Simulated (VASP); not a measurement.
# ZnSe (I-4m2) in VASP: a series of runs

The runs below take ZnSe through single point, with PBE.

Everything below comes from runs of VASP 6.6.1. Logs are shortened: lines on timing, memory, paths and dates and some standing lists are left out, and cuts for length are marked.

### 1 The cell of the first run

The structure is tetragonal, space group I-4m2 (No. 119). Conventional cell: a = 4.128 Å, b = 4.128 Å, c = 5.668 Å, α = 90.00°, β = 90.00°, γ = 90.00°. Zn (site symmetry -4m2) has 4 Se at 2.50 Å within 3.3 Å. Within 3.3 Å of Se (site symmetry -4m2) lie 4 Zn at 2.50 Å.

### 2 Single point, PBE (equal xx and yy strain of +3 %)

Contents of INCAR:

```
SYSTEM = ZnSe
ALGO = Normal
EDIFF = 1E-6
ENCUT = 520
GGA = PE
ISIF = 2
ISMEAR = -1
LASPH = .TRUE.
LCHARG = .FALSE.
LREAL = .FALSE.
LWAVE = .FALSE.
NBANDS = 16
NELM = 100
PREC = Accurate
SIGMA = 0.03
```

Contents of KPOINTS:

```
k-points
0
G
  8 8 8
  0 0 0
```

Contents of POSCAR:

```
ZnSe
1.0
    0.0000000000      2.9188140000      2.8338000000
    2.9188140000      0.0000000000      2.8338000000
    2.9188140000      2.9188140000      0.0000000000
Zn Se
1 1
Direct
    0.0000000000      0.0000000000      0.0000000000
    0.7500000000      0.7500000000      0.7500000000
```

Potentials or basis: VASP PAW PBE potentials, release 64 (Zn, Se).

The run is started by

```bash
cat potpaw_PBE.64/Zn/POTCAR potpaw_PBE.64/Se/POTCAR > POTCAR
mpirun -np 1 vasp_std > vasp.out
```

OUTCAR:

```text
SYSTEM = ZnSe
   EDIFF = 1E-6
   ENCUT = 520
   GGA = PE
   ISIF = 2
   ISMEAR = -1
   LASPH = .TRUE.
   LREAL = .FALSE.
   NELM = 100
   PREC = Accurate

 ion  position               nearest neighbor table
   1  0.000  0.000  0.000-   2 2.50   2 2.50   2 2.50   2 2.50
   2  0.750  0.750  0.750-   1 2.50   1 2.50   1 2.50   1 2.50

  LATTYP: Found a body centered tetragonal cell.
 ALAT       =     4.1278263448
 C/A-ratio  =     1.3730228761

  Lattice vectors:

 A1 = (   0.0000000000,  -2.9188140000,  -2.8338000000)
 A2 = (   0.0000000000,   2.9188140000,  -2.8338000000)
 A3 = (   2.9188140000,   0.0000000000,   2.8338000000)

Analysis of symmetry for initial positions (statically):
=====================================================================
 Subroutine PRICEL returns:
 Original cell was already a primitive cell.

 Routine SETGRP: Setting up the symmetry group for a
 body centered tetragonal supercell.

 Subroutine GETGRP returns: Found  8 space group operations
 (whereof  8 operations were pure point group operations)
 out of a pool of 16 trial point group operations.

The static configuration has the point symmetry D_2d.

Analysis of symmetry for dynamics (positions and initial velocities):
=====================================================================
 Subroutine PRICEL returns:
 Original cell was already a primitive cell.

 Routine SETGRP: Setting up the symmetry group for a
 body centered tetragonal supercell.

 Subroutine GETGRP returns: Found  8 space group operations
 (whereof  8 operations were pure point group operations)
 out of a pool of 16 trial point group operations.

The dynamic configuration has the point symmetry D_2d.

 Subroutine INISYM returns: Found  8 space group operations
 (whereof  8 operations are pure point group operations),
 and found     1 'primitive' translations

----------------------------------------------------------------------------------------

                                     Primitive cell

  volume of cell :      48.2850

  direct lattice vectors                    reciprocal lattice vectors
     0.000000000  2.918814000  2.833800000    -0.171302454  0.171302454  0.176441527
     2.918814000  0.000000000  2.833800000     0.171302454 -0.171302454  0.176441527
     2.918814000  2.918814000  0.000000000     0.171302454  0.171302454 -0.176441527

  length of vectors
     4.068156537  4.068156537  4.127826345     0.299700974  0.299700974  0.299700974

  position of ions in fractional coordinates (direct lattice)
     0.000000000  0.000000000  0.000000000
     0.750000000  0.750000000  0.750000000

  ion indices of the primitive-cell ions
   primitive index   ion index
                 1           1
                 2           2

----------------------------------------------------------------------------------------

 KPOINTS: k-points

Automatic generation of k-mesh.
 Grid dimensions read from file:
 generate k-points for:    8    8    8

 Generating k-lattice:

  Cartesian coordinates                     Fractional coordinates (reciprocal lattice)
    -0.021412807  0.021412807  0.022055191     0.125000000  0.000000000  0.000000000
     0.021412807 -0.021412807  0.022055191     0.000000000  0.125000000  0.000000000
     0.021412807  0.021412807 -0.022055191    -0.000000000 -0.000000000  0.125000000

  Length of vectors
     0.037462622  0.037462622  0.037462622

  Shift w.r.t. Gamma in fractional coordinates (k-lattice)
     0.000000000  0.000000000  0.000000000

 Subroutine IBZKPT returns following result:
 ===========================================

 Found     59 irreducible k-points:

 Following reciprocal coordinates:
            Coordinates               Weight
  0.000000  0.000000  0.000000      1.000000
  0.125000  0.000000  0.000000      8.000000
  0.250000  0.000000  0.000000      8.000000
  0.375000  0.000000  0.000000      8.000000
  0.500000  0.000000  0.000000      4.000000
  0.125000  0.125000  0.000000      2.000000
[... 16 lines left out ...]
  0.250000  0.000000  0.125000     16.000000
  0.375000  0.000000  0.125000     16.000000
 [... further k-points ...]
   k-points           NKPTS =     59   k-points in BZ     NKDIM =     59   number of bands    NBANDS=     16
   number of dos      NEDOS =    301   number of ions     NIONS =      2
   total plane-waves  NPLWV =  28800
   dimension x,y,z NGX =    30 NGY =   30 NGZ =   32
   dimension x,y,z NGXF=    60 NGYF=   60 NGZF=   64
   ions per type =               1   1
   NGX,Y,Z   is equivalent  to a cutoff of  12.26, 12.26, 12.89 a.u.
   NGXF,Y,Z  is equivalent  to a cutoff of  24.52, 24.52, 25.78 a.u.
 SYSTEM =  ZnSe
   PREC   = accura    normal or accurate (medium, high low for compatibility)
   ISTART =      0    job   : 0-new  1-cont  2-samecut
   ICHARG =      2    charge: 1-file 2-atom 10-const
   ISPIN  =      1    spin polarized calculation?
   LNONCOLLINEAR =      F non collinear calculations
   LSORBIT =      F    spin-orbit coupling
   LASPH  =      T    aspherical Exc in radial PAW
   ENCUT  =  520.0 eV  38.22 Ry    6.18 a.u.   7.56  7.56  7.68*2*pi/ulx,y,z
   NELM   =    100;   NELMIN=  2; NELMDL= -5     # of ELM steps
   EDIFF  = 0.1E-05   stopping-criterion for ELM
   LREAL  =      F    real-space projection
   EDIFFG = 0.1E-04   stopping-criterion for IOM
   NSW    =      0    number of steps for IOM
   IBRION =     -1    ionic relax: 0-MD 1-quasi-New 2-CG
   NFREE  =      0    steps in history (QN), initial steepest desc. (CG)
   ISIF   =      2    stress and relaxation
   ISYM   =      2    0-nonsym 1-usesym 2-fastsym
   POTIM  = 0.5000    time-step for ionic-motion
   TEBEG  =    0.0;   TEEND  =   0.0 temperature during run
   PSTRESS=    0.0 pullay stress
   NELECT =      18.0000    total number of electrons
   NUPDOWN=      -1.0000    fix difference up-down
   EMIN   =  10.00;   EMAX   =-10.00  energy-range for DOS
   EFERMI =   0.00;   METHOD = LEGACY
   ISMEAR =    -1;   SIGMA  =   0.03  broadening in eV -4-tet -1-fermi 0-gaus
   EFERMI_NEDOS =   21; number of points for ismear=-14 and -15
   IALGO  =     38    algorithm
   IMIX   =      4    mixing-type and parameters
     AMIX     =   0.40;   BMIX     =  1.00
     AMIX_MAG =   1.60;   BMIX_MAG =  1.00
  volume/ion in A,a.u.               =      24.14       162.92
  Fermi-wavevector in a.u.,A,eV,Ry     =   1.178225  2.226523 18.887808  1.388215
  Thomas-Fermi vector in A             =   2.314558
   LORBIT       =      0    0 simple, 1 ext, 2 COOP (PROOUT), +10 PAW based schemes
   GGA     = PE    functional components
[... 5 lines left out ...]
 non-spin polarized calculation
  energy-cutoff  :      520.00
  volume of cell :       48.28
 maximum number of plane-waves:      1317
   NGX = 15   NGY = 15   NGZ = 15

 number of electron      18.0000016 magnetization

 Free energy of the ion-electron system (eV)
  ---------------------------------------------------
  ext. energy  EPLUGINS =         0.00000000
  ---------------------------------------------------
  free energy    TOTEN  =        -6.02594089 eV

  energy without entropy =       -6.02594089  energy(sigma->0) =       -6.02594089

 E-fermi :   1.6810     XC(G=0):  -9.0552

 val. band max:        1.1880212391   @ k =   0.0000   0.0000   0.0000
 cond. band min:       2.1773855338   @ k =   0.0000   0.0000   0.0000
 fundamental gap:      0.9893642947
 Fermi energy:         1.6809622563

 k-point     1 :       0.0000    0.0000    0.0000
  band No.  band energies     occupation
      1     -11.7723      2.00000
      2      -5.2280      2.00000
      3      -5.2280      2.00000
      4      -5.2161      2.00000
      5      -4.9080      2.00000
      6      -4.9052      2.00000
[... 8 lines left out ...]
     15      12.2088      0.00000
     16      12.6853      0.00000

 k-point     2 :       0.1250    0.0000    0.0000
  band No.  band energies     occupation
      1     -11.6827      2.00000
      2      -5.2169      2.00000
      3      -5.2146      2.00000
      4      -5.2032      2.00000
      5      -4.9085      2.00000
      6      -4.9068      2.00000
[... 8 lines left out ...]
     15      11.6428      0.00000
     16      11.9154      0.00000

 k-point     3 :       0.2500    0.0000    0.0000
  band No.  band energies     occupation
      1     -11.4516      2.00000
      2      -5.1854      2.00000
      3      -5.1764      2.00000
      4      -5.1531      2.00000
      5      -4.9070      2.00000
      6      -4.9053      2.00000
[... 8 lines left out ...]
     15      11.4596      0.00000
     16      11.8480      0.00000

 k-point     4 :       0.3750    0.0000    0.0000
  band No.  band energies     occupation
      1     -11.1951      2.00000
      2      -5.1624      2.00000
      3      -5.1493      2.00000
      4      -4.9763      2.00000
      5      -4.8994      2.00000
      6      -4.8941      2.00000
[... 8 lines left out ...]
     15      12.5090      0.00000
     16      12.5760      0.00000

 k-point     5 :       0.5000    0.0000    0.0000
  band No.  band energies     occupation
      1     -11.0797      2.00000
      2      -5.1551      2.00000
      3      -5.1406      2.00000
      4      -4.8958      2.00000
      5      -4.8866      2.00000
      6      -4.7685      2.00000
[... 8 lines left out ...]
     15      13.8444      0.00000
     16      14.1078      0.00000

 k-point     6 :       0.1250    0.1250    0.0000
  band No.  band energies     occupation
      1     -11.6487      2.00000
      2      -5.2197      2.00000
      3      -5.2022      2.00000
      4      -5.2022      2.00000
      5      -4.9140      2.00000
      6      -4.9012      2.00000
[... 8 lines left out ...]
     15      12.1925      0.00000
     16      12.4353      0.00000
[... 267 lines left out ...]
 k-point    21 :       0.5000    0.5000    0.0000
  band No.  band energies     occupation
      1     -10.8200      2.00000
      2      -5.1706      2.00000
      3      -5.0101      2.00000
      4      -5.0101      2.00000
      5      -4.8619      2.00000
      6      -4.7280      2.00000
[... 8 lines left out ...]
     15      14.7977      0.00000
     16      15.2352      0.00000

 k-point    22 :       0.1250    0.0000    0.1250
  band No.  band energies     occupation
      1     -11.6548      2.00000
      2      -5.2298      2.00000
      3      -5.2021      2.00000
      4      -5.1893      2.00000
      5      -4.9170      2.00000
      6      -4.9002      2.00000
[... 8 lines left out ...]
     15      12.0381      0.00000
     16      12.7557      0.00000

 k-point    23 :       0.2500    0.0000    0.1250
  band No.  band energies     occupation
      1     -11.4719      2.00000
      2      -5.2086      2.00000
      3      -5.1679      2.00000
      4      -5.1532      2.00000
      5      -4.9213      2.00000
      6      -4.8952      2.00000
[... 8 lines left out ...]
     15      12.5325      0.00000
     16      13.0700      0.00000

 k-point    24 :       0.3750    0.0000    0.1250
  band No.  band energies     occupation
      1     -11.2205      2.00000
      2      -5.1666      2.00000
      3      -5.1338      2.00000
      4      -5.0485      2.00000
      5      -4.9055      2.00000
      6      -4.8886      2.00000
[... 8 lines left out ...]
     15      12.6760      0.00000
     16      13.2681      0.00000

 [... further k-points ...]
[... 5 lines left out ...]
  --------------------------------------------------------------------------------------
  -------------------------------------------------------------------------------------
  Total       -0.4436149     -0.4436149     -0.1498224      0.0000000      0.0000000      0.0000000
  in kB      -14.7198927    -14.7198927     -4.9713617      0.0000000      0.0000000      0.0000000
  external PRESSURE =     -11.4703823 kB  Pullay stress =       0.0000000 kB

 VOLUME and BASIS-vectors are now :
 -----------------------------------------------------------------------------
  energy-cutoff  :      520.00
  volume of cell :       48.28
      direct lattice vectors                 reciprocal lattice vectors
     0.000000000  2.918814000  2.833800000    -0.171302454  0.171302454  0.176441527
     2.918814000  0.000000000  2.833800000     0.171302454 -0.171302454  0.176441527
     2.918814000  2.918814000  0.000000000     0.171302454  0.171302454 -0.176441527

 POSITION                                       TOTAL-FORCE (eV/Angst)
 -----------------------------------------------------------------------------------
      0.00000      0.00000      0.00000         0.000000      0.000000      0.000000
      4.37822      4.37822      4.25070        -0.000000     -0.000000     -0.000000
 -----------------------------------------------------------------------------------
    total drift:                               -0.000005     -0.000005     -0.000006

  FREE ENERGIE OF THE ION-ELECTRON SYSTEM (eV)
  ---------------------------------------------------
  free  energy   TOTEN  =        -6.0259408927 eV

  energy  without entropy=       -6.0259408924  energy(sigma->0) =       -6.02594089
```

It took 32 s on 1 thread of Intel Xeon 6975P-C (Granite Rapids), shared host; peak memory 0.19 GiB.

Results:

```
Free energy            : -6.0259 eV
Pressure               : -1.1 GPa
Band gap on the k mesh : 0.99 eV, direct
```

Stress tensor (GPa, compression positive):
```
-1.47  0.00  0.00
 0.00 -1.47  0.00
 0.00  0.00 -0.50
```

Caveat: the cell differs from its parent crystal (equal xx and yy strain of +3 %).

### 3 Single point, PBE (equal xx and yy strain of -3 %)

Contents of INCAR:

```
SYSTEM = ZnSe
PREC = Accurate
ENCUT = 520
EDIFF = 1E-6
ISMEAR = -1
SIGMA = 0.03
LREAL = .False.
LASPH = .True.
NELM = 80
ALGO = Normal
ISIF = 2
LWAVE = .False.
LCHARG = .False.
GGA = PE
NBANDS = 16
```

Contents of KPOINTS:

```
regular mesh
0
Gamma
  8 8 8
  0 0 0
```

Contents of POSCAR:

```
ZnSe
1.0
    0.0000000000      2.7487860000      2.8338000000
    2.7487860000      0.0000000000      2.8338000000
    2.7487860000      2.7487860000      0.0000000000
Zn Se
1 1
Direct
    0.0000000000      0.0000000000      0.0000000000
    0.7500000000      0.7500000000      0.7500000000
```

Potentials or basis: VASP PAW PBE potentials, release 64 (Zn, Se).

The run is started by

```bash
cat potpaw_PBE.64/Zn/POTCAR potpaw_PBE.64/Se/POTCAR > POTCAR
mpirun -np 1 vasp_std > vasp.out
```

OUTCAR:

```text
SYSTEM = ZnSe
   PREC = Accurate
   ENCUT = 520
   EDIFF = 1E-6
   ISMEAR = -1
   LREAL = .False.
   LASPH = .True.
   NELM = 80
   ISIF = 2
   GGA = PE

 ion  position               nearest neighbor table
   1  0.000  0.000  0.000-   2 2.41   2 2.41   2 2.41   2 2.41
   2  0.750  0.750  0.750-   1 2.41   1 2.41   1 2.41   1 2.41

  LATTYP: Found a body centered tetragonal cell.
 ALAT       =     3.8873704413
 C/A-ratio  =     1.4579521262

  Lattice vectors:

 A1 = (  -2.7487860000,   0.0000000000,   2.8338000000)
 A2 = (   2.7487860000,   0.0000000000,   2.8338000000)
 A3 = (   0.0000000000,   2.7487860000,  -2.8338000000)

Analysis of symmetry for initial positions (statically):
=====================================================================
 Subroutine PRICEL returns:
 Original cell was already a primitive cell.

 Routine SETGRP: Setting up the symmetry group for a
 body centered tetragonal supercell.

 Subroutine GETGRP returns: Found  8 space group operations
[... 157 lines left out ...]
 Free energy of the ion-electron system (eV)
  ---------------------------------------------------
  ext. energy  EPLUGINS =         0.00000000
  ---------------------------------------------------
  free energy    TOTEN  =        -5.94097462 eV

  energy without entropy =       -5.94097462  energy(sigma->0) =       -5.94097462

 E-fermi :   2.8431     XC(G=0):  -9.6042

 val. band max:        2.1962200311   @ k =   0.0000   0.0000   0.0000
 cond. band min:       3.6935181312   @ k =   0.0000   0.0000   0.0000
 fundamental gap:      1.4972981001
 Fermi energy:         2.8431380092

 k-point     1 :       0.0000    0.0000    0.0000
  band No.  band energies     occupation
      1     -11.5132      2.00000
      2      -4.6413      2.00000
      3      -4.6259      2.00000
      4      -4.6259      2.00000
      5      -4.2085      2.00000
      6      -4.2008      2.00000
[... 433 lines left out ...]
      3      -4.5223      2.00000
      4      -4.4570      2.00000
      5      -4.2015      2.00000
      6      -4.1777      2.00000
[... 8 lines left out ...]
     15      14.0826      0.00000
     16      14.7029      0.00000

 [... further k-points ...]
[... 5 lines left out ...]
  --------------------------------------------------------------------------------------
  -------------------------------------------------------------------------------------
  Total        1.9556710      1.9556710      1.6816765      0.0000000      0.0000000     -0.0000000
  in kB       73.1686973     73.1686973     62.9175777      0.0000000      0.0000000     -0.0000000
  external PRESSURE =      69.7516574 kB  Pullay stress =       0.0000000 kB

 VOLUME and BASIS-vectors are now :
 -----------------------------------------------------------------------------
  energy-cutoff  :      520.00
  volume of cell :       42.82
      direct lattice vectors                 reciprocal lattice vectors
     0.000000000  2.748786000  2.833800000    -0.181898482  0.181898482  0.176441527
     2.748786000  0.000000000  2.833800000     0.181898482 -0.181898482  0.176441527
     2.748786000  2.748786000  0.000000000     0.181898482  0.181898482 -0.176441527

 POSITION                                       TOTAL-FORCE (eV/Angst)
 -----------------------------------------------------------------------------------
      0.00000      0.00000      0.00000         0.000000      0.000000     -0.000000
      4.12318      4.12318      4.25070        -0.000000     -0.000000      0.000000
 -----------------------------------------------------------------------------------
    total drift:                               -0.000001     -0.000001     -0.000000

  FREE ENERGIE OF THE ION-ELECTRON SYSTEM (eV)
  ---------------------------------------------------
  free  energy   TOTEN  =        -5.9409746202 eV

  energy  without entropy=       -5.9409746202  energy(sigma->0) =       -5.94097462
```

stdout:

```text
POSCAR found type information on POSCAR ZnSe
 POSCAR found :  2 types and       2 ions
 scaLAPACK will be used
 LDA part: xc-table for (Slater+PW92), standard interpolation
 POSCAR, INCAR and KPOINTS ok, starting setup
 FFT: planning ... GRIDC
 FFT: planning ... GRID_SOFT
 FFT: planning ... GRID
 WAVECAR not read
 entering main loop
```

Wall time 32 s (1 thread of AMD EPYC 9R45 (Zen 5), shared host); peak memory 0.16 GiB.

What came out:

* Free energy: -5.9410 eV
* Pressure: 7.0 GPa
* Band gap on the k mesh: 1.50 eV, direct

Levels at points of the mesh, in eV from the valence-band top:
| k point | band 5 | band 6 | band 7 | band 8 | band 9 | band 10 | band 11 | band 12 | band 13 | band 14 |
| --- | --- | --- | --- | --- | --- | --- | --- | --- | --- | --- |
| (0.00, 0.00, 0.00) | -6.40 | -6.40 | -0.12 | 0.00 | 0.00 | 1.50 | 5.74 | 5.74 | 5.74 | 10.12 |
| (0.50, 0.00, 0.00) | -6.38 | -6.22 | -5.67 | -1.10 | -0.90 | 2.59 | 6.21 | 6.45 | 8.69 | 11.23 |
| (0.50, 0.50, 0.00) | -6.35 | -6.23 | -5.18 | -2.34 | -2.34 | 2.90 | 3.60 | 10.96 | 11.65 | 11.65 |
| (0.50, 0.00, 0.50) | -6.34 | -6.19 | -5.00 | -2.54 | -2.48 | 2.74 | 3.31 | 11.25 | 11.42 | 11.75 |

Caveat: the cell differs from its parent crystal (equal xx and yy strain of -3 %).

[end of part 1 of 2]
